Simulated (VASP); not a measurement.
# HfB2 (P6/mmm) in VASP: notebook

The runs below take HfB2 through single point, with PBEsol.

Everything below comes from runs of VASP 6.6.1. Logs are shortened: lines on timing, memory, paths and dates and some standing lists are left out, and cuts for length are marked.

### Step 1. The cell of the first run

The structure is hexagonal, space group P6/mmm (No. 191). The conventional cell has a = 3.062 Å, b = 3.062 Å, c = 3.361 Å, α = 90.00°, β = 90.00°, γ = 120.00°. Within 3.2 Å of Hf (site symmetry 6/mmm) lie 12 B at 2.44 Å and 6 Hf at 3.06 Å. Within 2.3 Å of B (site symmetry -6m2) lie 3 B at 1.77 Å.

### Step 2. Single point, PBEsol

Input file INCAR:

```
SYSTEM = HfB2
PREC = Accurate ; ENCUT = 520
EDIFF = 1E-6 ; ISMEAR = -1
SIGMA = 0.05 ; LREAL = .False.
LASPH = .True. ; NELM = 100
ALGO = Normal ; ISIF = 2
LWAVE = .False. ; LCHARG = .False.
GGA = PS ; NBANDS = 15
```

Input file KPOINTS:

```
Automatic mesh
0
Gamma
  12 12 9
  0 0 0
```

Input file POSCAR:

```
HfB2
1.0
    3.0620875269      0.0000000000      0.0000000000
   -1.5310437635      2.6518455869      0.0000000000
    0.0000000000      0.0000000000      3.3614518914
Hf B
1 2
Direct
    0.0000000000      0.0000000000      0.0000000000
    0.3333333333      0.6666666667      0.5000000000
    0.6666666667      0.3333333333      0.5000000000
```

Potentials or basis: VASP PAW PBE potentials, release 64 (Hf_pv, B).

On the command line:

```console
cat potpaw_PBE.64/Hf_pv/POTCAR potpaw_PBE.64/B/POTCAR > POTCAR
mpirun -np 1 vasp_std > vasp.out
```

OUTCAR:

```text
SYSTEM = HfB2
   PREC = Accurate
   ENCUT = 520
   EDIFF = 1E-6
   ISMEAR = -1
   LREAL = .False.
   LASPH = .True.
   NELM = 100
   ISIF = 2
   GGA = PS

 ion  position               nearest neighbor table
   1  0.000  0.000  0.000-   2 2.44   3 2.44   2 2.44   3 2.44   3 2.44   3 2.44   2 2.44   2 2.44
                             3 2.44   3 2.44   2 2.44   2 2.44
   2  0.333  0.667  0.500-   3 1.77   3 1.77   3 1.77   1 2.44   1 2.44   1 2.44   1 2.44   1 2.44
                             1 2.44
   3  0.667  0.333  0.500-   2 1.77   2 1.77   2 1.77   1 2.44   1 2.44   1 2.44   1 2.44   1 2.44
                             1 2.44

  LATTYP: Found a hexagonal cell.
 ALAT       =     3.0620875269
 C/A-ratio  =     1.0977647967

  Lattice vectors:

 A1 = (   3.0620875269,   0.0000000000,   0.0000000000)
 A2 = (  -1.5310437635,   2.6518455869,   0.0000000000)
 A3 = (   0.0000000000,   0.0000000000,   3.3614518914)

Analysis of symmetry for initial positions (statically):
=====================================================================
 Subroutine PRICEL returns:
 Original cell was already a primitive cell.

 Routine SETGRP: Setting up the symmetry group for a
 hexagonal supercell.

 Subroutine GETGRP returns: Found 24 space group operations
 (whereof 24 operations were pure point group operations)
 out of a pool of 24 trial point group operations.

The static configuration has the point symmetry D_6h.

Analysis of symmetry for dynamics (positions and initial velocities):
=====================================================================
 Subroutine PRICEL returns:
 Original cell was already a primitive cell.

 Routine SETGRP: Setting up the symmetry group for a
 hexagonal supercell.

 Subroutine GETGRP returns: Found 24 space group operations
 (whereof 24 operations were pure point group operations)
 out of a pool of 24 trial point group operations.

The dynamic configuration has the point symmetry D_6h.

 Subroutine INISYM returns: Found 24 space group operations
 (whereof 24 operations are pure point group operations),
 and found     1 'primitive' translations

----------------------------------------------------------------------------------------

                                     Primitive cell

  volume of cell :      27.2956

  direct lattice vectors                    reciprocal lattice vectors
     3.062087527  0.000000000  0.000000000     0.326574597  0.188547931  0.000000000
    -1.531043764  2.651845587  0.000000000     0.000000000  0.377095863  0.000000000
     0.000000000  0.000000000  3.361451891     0.000000000  0.000000000  0.297490499

  length of vectors
     3.062087527  3.062087527  3.361451891     0.377095863  0.377095863  0.297490499

  position of ions in fractional coordinates (direct lattice)
     0.000000000  0.000000000  0.000000000
     0.333333333  0.666666667  0.500000000
     0.666666667  0.333333333  0.500000000

  ion indices of the primitive-cell ions
   primitive index   ion index
                 1           1
                 2           2
                 3           3

----------------------------------------------------------------------------------------

 KPOINTS: Automatic mesh

Automatic generation of k-mesh.
 Grid dimensions read from file:
 generate k-points for:   12   12    9

 Generating k-lattice:

  Cartesian coordinates                     Fractional coordinates (reciprocal lattice)
     0.027214550  0.015712328  0.000000000     0.083333333  0.000000000  0.000000000
     0.000000000  0.031424655  0.000000000     0.000000000  0.083333333  0.000000000
     0.000000000  0.000000000  0.033054500     0.000000000  0.000000000  0.111111111

  Length of vectors
     0.031424655  0.031424655  0.033054500

  Shift w.r.t. Gamma in fractional coordinates (k-lattice)
     0.000000000  0.000000000  0.000000000

 Subroutine IBZKPT returns following result:
 ===========================================

 Found     95 irreducible k-points:

 Following reciprocal coordinates:
            Coordinates               Weight
  0.000000  0.000000  0.000000      1.000000
  0.083333  0.000000  0.000000      6.000000
  0.166667 -0.000000  0.000000      6.000000
  0.250000  0.000000  0.000000      6.000000
  0.333333 -0.000000  0.000000      6.000000
  0.416667  0.000000  0.000000      6.000000
[... 16 lines left out ...]
  0.250000  0.000000  0.111111     12.000000
  0.333333 -0.000000  0.111111     12.000000
 [... further k-points ...]
   k-points           NKPTS =     95   k-points in BZ     NKDIM =     95   number of bands    NBANDS=     15
   number of dos      NEDOS =    301   number of ions     NIONS =      3
   total plane-waves  NPLWV =  16128
   dimension x,y,z NGX =    24 NGY =   24 NGZ =   28
   dimension x,y,z NGXF=    48 NGYF=   48 NGZF=   56
   ions per type =               1   2
   NGX,Y,Z   is equivalent  to a cutoff of  13.03, 13.03, 13.85 a.u.
   NGXF,Y,Z  is equivalent  to a cutoff of  26.06, 26.06, 27.70 a.u.
 SYSTEM =  HfB2
   PREC   = accura    normal or accurate (medium, high low for compatibility)
   ISTART =      0    job   : 0-new  1-cont  2-samecut
   ICHARG =      2    charge: 1-file 2-atom 10-const
   ISPIN  =      1    spin polarized calculation?
   LNONCOLLINEAR =      F non collinear calculations
   LSORBIT =      F    spin-orbit coupling
   LASPH  =      T    aspherical Exc in radial PAW
   ENCUT  =  520.0 eV  38.22 Ry    6.18 a.u.   5.69  5.69  6.25*2*pi/ulx,y,z
   NELM   =    100;   NELMIN=  2; NELMDL= -5     # of ELM steps
   EDIFF  = 0.1E-05   stopping-criterion for ELM
   LREAL  =      F    real-space projection
   EDIFFG = 0.1E-04   stopping-criterion for IOM
   NSW    =      0    number of steps for IOM
   IBRION =     -1    ionic relax: 0-MD 1-quasi-New 2-CG
   NFREE  =      0    steps in history (QN), initial steepest desc. (CG)
   ISIF   =      2    stress and relaxation
   ISYM   =      2    0-nonsym 1-usesym 2-fastsym
   POTIM  = 0.5000    time-step for ionic-motion
   TEBEG  =    0.0;   TEEND  =   0.0 temperature during run
   PSTRESS=    0.0 pullay stress
   NELECT =      16.0000    total number of electrons
   NUPDOWN=      -1.0000    fix difference up-down
   EMIN   =  10.00;   EMAX   =-10.00  energy-range for DOS
   EFERMI =   0.00;   METHOD = LEGACY
   ISMEAR =    -1;   SIGMA  =   0.05  broadening in eV -4-tet -1-fermi 0-gaus
   EFERMI_NEDOS =   21; number of points for ismear=-14 and -15
   IALGO  =     38    algorithm
   IMIX   =      4    mixing-type and parameters
     AMIX     =   0.40;   BMIX     =  1.00
     AMIX_MAG =   1.60;   BMIX_MAG =  1.00
  volume/ion in A,a.u.               =       9.10        61.40
  Fermi-wavevector in a.u.,A,eV,Ry     =   1.370095  2.589104 25.540305  1.877159
  Thomas-Fermi vector in A             =   2.495912
   LORBIT       =      0    0 simple, 1 ext, 2 COOP (PROOUT), +10 PAW based schemes
   GGA     = PS    functional components
   LHFCALC =     F    Hartree Fock is set to
   AEXX    =    0.0000 exact exchange contribution
   IVDW    =     0    specifies the selected vdW correction
   LEPSILON=     F    determine dielectric tensor
   LRPA    =     F    only Hartree local field effects (RPA)
 non-spin polarized calculation
  energy-cutoff  :      520.00
  volume of cell :       27.30
 maximum number of plane-waves:       751
 NGX is ok and might be reduce to    24
   NGX = 11   NGY = 11   NGZ = 13

 number of electron      16.0000001 magnetization

 Free energy of the ion-electron system (eV)
  ---------------------------------------------------
  ext. energy  EPLUGINS =         0.00000000
  ---------------------------------------------------
  free energy    TOTEN  =       -27.75451549 eV

  energy without entropy =      -27.75268528  energy(sigma->0) =      -27.75360038

 E-fermi :   8.3377     XC(G=0): -13.0847

 val. band max:        8.3358386562   @ k =   0.1667   0.1667   0.1111
 cond. band min:       8.4196972347   @ k =   0.1667   0.1667   0.2222
 fundamental gap:      0.0838585784
 Fermi energy:         8.3377051190

 k-point     1 :       0.0000    0.0000    0.0000
  band No.  band energies     occupation
      1     -22.0692      2.00000
      2     -21.4604      2.00000
      3     -21.4604      2.00000
      4      -5.9627      2.00000
      5       5.0061      2.00000
      6       5.0886      2.00000
      7       5.0886      2.00000
      8       5.6192      2.00000
      9      12.6576      0.00000
     10      12.6576      0.00000
     11      13.4593      0.00000
     12      13.4593      0.00000
     13      13.5426      0.00000
     14      13.5426      0.00000
     15      13.7812      0.00000

 k-point     2 :       0.0833    0.0000    0.0000
  band No.  band energies     occupation
      1     -22.0571      2.00000
      2     -21.5338      2.00000
      3     -21.4763      2.00000
      4      -5.7978      2.00000
      5       4.6711      2.00000
      6       5.0970      2.00000
      7       5.1660      2.00000
      8       5.4497      2.00000
      9      12.1317      0.00000
     10      12.5386      0.00000
     11      12.5930      0.00000
     12      12.8797      0.00000
     13      14.1949      0.00000
     14      14.7552      0.00000
     15      14.8657      0.00000

 k-point     3 :       0.1667   -0.0000    0.0000
  band No.  band energies     occupation
      1     -22.0241      2.00000
      2     -21.7296      2.00000
      3     -21.5195      2.00000
      4      -5.3260      2.00000
      5       3.6731      2.00000
      6       5.0436      2.00000
      7       5.0878      2.00000
      8       5.5401      2.00000
      9      10.9567      0.00000
     10      12.2342      0.00000
     11      12.2465      0.00000
     12      13.0303      0.00000
     13      14.8749      0.00000
     14      15.7754      0.00000
     15      16.1462      0.00000

 k-point     4 :       0.2500    0.0000    0.0000
  band No.  band energies     occupation
      1     -21.9861      2.00000
      2     -21.9786      2.00000
      3     -21.5779      2.00000
      4      -4.6038      2.00000
      5       2.4549      2.00000
      6       4.5827      2.00000
      7       5.0100      2.00000
      8       5.7684      2.00000
      9      10.5794      0.00000
     10      11.8587      0.00000
     11      12.3346      0.00000
     12      12.4993      0.00000
     13      15.1229      0.00000
     14      16.6351      0.00000
     15      18.1052      0.00000
[... 307 lines left out ...]
 k-point    22 :       0.1667   -0.0000    0.1111
  band No.  band energies     occupation
      1     -22.0732      2.00000
      2     -21.7242      2.00000
      3     -21.5154      2.00000
      4      -5.1189      2.00000
      5       3.6288      2.00000
      6       4.1672      2.00000
      7       5.1045      2.00000
      8       6.3501      2.00000
      9      10.4894      0.00000
     10      10.9278      0.00000
     11      13.4877      0.00000
     12      13.6750      0.00000
     13      14.2232      0.00000
     14      16.1336      0.00000
     15      16.4461      0.00000

 k-point    23 :       0.2500    0.0000    0.1111
  band No.  band energies     occupation
      1     -22.0282      2.00000
      2     -21.9771      2.00000
      3     -21.5734      2.00000
      4      -4.4254      2.00000
      5       2.3700      2.00000
      6       4.2346      2.00000
      7       4.9086      2.00000
      8       6.0267      2.00000
      9      10.3316      0.00000
     10      11.1715      0.00000
     11      12.7020      0.00000
     12      13.4811      0.00000
     13      15.2969      0.00000
     14      16.5784      0.00000
     15      18.1618      0.00000

 k-point    24 :       0.3333   -0.0000    0.1111
  band No.  band energies     occupation
      1     -22.2247      2.00000
      2     -21.9770      2.00000
      3     -21.6307      2.00000
      4      -3.5562      2.00000
      5       1.0709      2.00000
      6       4.2188      2.00000
      7       4.6739      2.00000
      8       5.5869      2.00000
      9      10.6422      0.00000
     10      11.5405      0.00000
     11      12.2125      0.00000
     12      13.6850      0.00000
     13      15.8789      0.00000
     14      17.4309      0.00000
     15      20.2849      0.00000

 [... further k-points ...]
[... 5 lines left out ...]
  --------------------------------------------------------------------------------------
  -------------------------------------------------------------------------------------
  Total        3.4206953      3.4206953      3.5297971     -0.0000000     -0.0000000     -0.0000000
  in kB      200.7854483    200.7854483    207.1894278     -0.0000000     -0.0000000     -0.0000000
  external PRESSURE =     202.9201081 kB  Pullay stress =       0.0000000 kB

 VOLUME and BASIS-vectors are now :
 -----------------------------------------------------------------------------
  energy-cutoff  :      520.00
  volume of cell :       27.30
      direct lattice vectors                 reciprocal lattice vectors
     3.062087527  0.000000000  0.000000000     0.326574597  0.188547931  0.000000000
    -1.531043764  2.651845587  0.000000000     0.000000000  0.377095863  0.000000000
     0.000000000  0.000000000  3.361451891     0.000000000  0.000000000  0.297490499

 POSITION                                       TOTAL-FORCE (eV/Angst)
 -----------------------------------------------------------------------------------
      0.00000      0.00000      0.00000         0.000000      0.000000      0.000000
     -0.00000      1.76790      1.68073         0.000000      0.000000      0.000000
      1.53104      0.88395      1.68073        -0.000000      0.000000      0.000000
 -----------------------------------------------------------------------------------
    total drift:                               -0.000000      0.000000     -0.000000

  FREE ENERGIE OF THE ION-ELECTRON SYSTEM (eV)
  ---------------------------------------------------
  free  energy   TOTEN  =       -27.7545154898 eV

  energy  without entropy=      -27.7526852798  energy(sigma->0) =      -27.75360038
```

It took 12 s on 1 thread of Intel Xeon 6975P-C (Granite Rapids), shared host; peak memory 0.17 GiB.

What came out:

```
Free energy            : -27.7545 eV
Pressure               : 20.3 GPa
Band gap on the k mesh : zero (band 8 reaches 8.98 eV, above the bottom of band 9 at 7.66 eV)
```

Levels at points of the mesh, in eV from the Fermi level:
| k point | band 5 | band 6 | band 7 | band 8 | band 9 | band 10 | band 11 | band 12 |
| --- | --- | --- | --- | --- | --- | --- | --- | --- |
| (0.00, 0.00, 0.00) | -3.33 | -3.25 | -3.25 | -2.72 | 4.32 | 4.32 | 5.12 | 5.12 |
| (0.50, 0.00, 0.00) | -9.14 | -4.48 | -3.63 | -3.27 | 2.27 | 2.87 | 6.14 | 6.15 |

Caveat: the PAW data sets were made with another functional, which shifts forces and pressure a little; spin-orbit coupling is left out, which moves the levels of the heavy elements.

### Step 3. Single point, PBEsol

This run uses another cell than the first one, of 9.39 Å³/atom, 1.032 times its volume.

Input file INCAR:

```
SYSTEM = HfB2
PREC = Accurate
ENCUT = 520
EDIFF = 1E-6
ISMEAR = -1
SIGMA = 0.05
LREAL = .FALSE.
LASPH = .TRUE.
NELM = 100
ALGO = Normal
ISIF = 2
LWAVE = .FALSE.
LCHARG = .FALSE.
GGA = PS
NBANDS = 15
```

Input file KPOINTS:

```
regular mesh
0
G
  12 12 9
  0 0 0
```

Input file POSCAR:

```
HfB2
1.0
    3.0922898219      0.0000000000      0.0000000000
   -1.5461449109      2.6780015416      0.0000000000
    0.0000000000      0.0000000000      3.4016849564
Hf B
1 2
Direct
    0.0000000000      0.0000000000      0.0000000000
    0.3333333333      0.6666666667      0.5000000000
    0.6666666667      0.3333333333      0.5000000000
```

Potentials or basis: VASP PAW PBE potentials, release 64 (Hf_pv, B).

On the command line:

```console
cat potpaw_PBE.64/Hf_pv/POTCAR potpaw_PBE.64/B/POTCAR > POTCAR
mpirun -np 1 vasp_std > vasp.out
```

Wall time 16 s (1 thread of Intel Xeon 6975P-C (Granite Rapids), shared host); peak memory 0.16 GiB.

Results (log left out):

```
Free energy            : -27.8374 eV
Pressure               : 10.1 GPa
Band gap on the k mesh : zero (band 8 reaches 8.72 eV, above the bottom of band 9 at 7.41 eV)
```

Stress tensor (GPa, compression positive):
```
 9.96  0.00  0.00
 0.00  9.96  0.00
 0.00  0.00 10.44
```

Levels at points of the mesh, in eV from the Fermi level:
```tsv
k point	band 6	band 7	band 8	band 9	band 10	band 11
(0.00, 0.00, 0.00)	-3.16	-3.16	-2.76	4.15	4.15	4.92
(0.50, 0.00, 0.00)	-4.38	-3.59	-3.17	2.19	2.77	5.90
```

Caveat: the PAW data sets were made with another functional, which shifts forces and pressure a little; spin-orbit coupling is left out, which moves the levels of the heavy elements.
